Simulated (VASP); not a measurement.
Input of a VASP 6.6.1 run:

File INCAR:

```
PREC = Accurate
ENCUT = 520
EDIFF = 1E-6
ISMEAR = -1
SIGMA = 0.05
LREAL = False
LASPH = True
NELM = 80
ALGO = Normal
ISIF = 2
LWAVE = False
LCHARG = True
GGA = PE
LELF = True
LVHAR = True
NBANDS = 12
```

KPOINTS

```
regular mesh
0
Gamma
  9 9 9
```

The input POSCAR:

```
Sb
1.0
    2.2253850772      1.3300686856      3.7948837502
   -2.0758155868      1.2655506756      3.7303657402
    0.0189105096     -2.4271393611      3.7067505096
Sb
2
Direct
    0.2336400000      0.2336400000      0.2336400000
    0.7663600000      0.7663600000      0.7663600000
```

Potentials or basis: VASP PAW PBE potentials, release 64 (Sb).

Run with:

```sh
$ cat potpaw_PBE.64/Sb/POTCAR > POTCAR
$ mpirun -np 1 vasp_std > vasp.out
```

(1) What does it give for the largest force?

(2) Estimate the band gap on the k mesh.

Results:

(1) 0.301 eV/Å.

(2) zero (bands 5 and 6 overlap by 0.23 eV).

Caveat: the cell differs from its parent crystal (equal xy, yz and zx shear strains of +3 %); spin-orbit coupling is left out, which moves the levels of the heavy elements.
